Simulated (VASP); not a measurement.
SiC: single point with r2SCAN

Crystal: SiC.

```
Si C
1.0
     3.07881    0.00000    0.00000
    -1.53941    2.66633    0.00000
     0.00000    0.00000   20.13868
Si C
8 8
Direct
  0.33333 0.66667 0.87519
  0.33333 0.66667 0.62499
  0.00000 0.00000 0.00010
  0.66667 0.33333 0.75011
  0.66667 0.33333 0.37519
  0.33333 0.66667 0.25011
  0.00000 0.00000 0.50010
  0.66667 0.33333 0.12499
  0.33333 0.66667 0.34412
  0.66667 0.33333 0.21872
  0.66667 0.33333 0.84412
  0.00000 0.00000 0.59385
  0.33333 0.66667 0.96892
  0.00000 0.00000 0.09385
  0.33333 0.66667 0.71872
  0.66667 0.33333 0.46892
```

```yaml
Program: VASP 6.6.1
Task: single point
Functional: r2SCAN
Potentials_or_basis: VASP PAW PBE potentials, release 64 (Si, C)
Cutoff: 520 eV
k_mesh: 12 × 12 × 2
Occupations: fermi-dirac, width 0.02 eV
Spin: no spin polarisation
```

```json
{"Pressure": "-0.2 GPa", "Largest force": "0.014 eV/Å", "Band gap on the k mesh": "2.14 eV (least direct gap 3.29 eV)"}
```

Forces in eV/Å, atoms in the order of the input:
```
Si   0.000  0.000  0.001
Si   0.000  0.000 -0.001
Si   0.000  0.000 -0.003
Si   0.000  0.000 -0.006
Si   0.000  0.000  0.001
Si   0.000  0.000 -0.006
Si   0.000  0.000 -0.003
Si   0.000  0.000 -0.001
C    0.000  0.000 -0.006
C    0.000  0.000  0.014
C    0.000  0.000 -0.006
C    0.000  0.000  0.004
C    0.000  0.000 -0.002
C    0.000  0.000  0.004
C    0.000  0.000  0.014
C    0.000  0.000 -0.002
```

Stress tensor (GPa, compression positive):
```
-0.13  0.00  0.00
 0.00 -0.13  0.00
 0.00  0.00 -0.23
```

Levels at points of the mesh, in eV from the valence-band top:
| k point | band 29 | band 30 | band 31 | band 32 | band 33 | band 34 | band 35 | band 36 |
| --- | --- | --- | --- | --- | --- | --- | --- | --- |
| (0.00, 0.00, 0.00) | -0.18 | -0.03 | 0.00 | 0.00 | 5.79 | 5.86 | 6.18 | 6.45 |
| (0.50, 0.00, 0.00) | -1.61 | -1.58 | -1.47 | -1.15 | 2.14 | 2.35 | 3.29 | 3.53 |
| (0.00, 0.00, 0.50) | -0.06 | -0.06 | -0.06 | -0.06 | 5.82 | 5.82 | 6.29 | 6.29 |
| (0.50, 0.00, 0.50) | -1.69 | -1.69 | -1.27 | -1.27 | 2.27 | 2.27 | 3.34 | 3.34 |

It took 55 min on 1 thread of Intel Xeon 8259CL (shared host), peak memory 0.37 GiB.

Caveat: the PAW data sets were made with another functional, which shifts forces and pressure a little. A k mesh can miss the band edges.
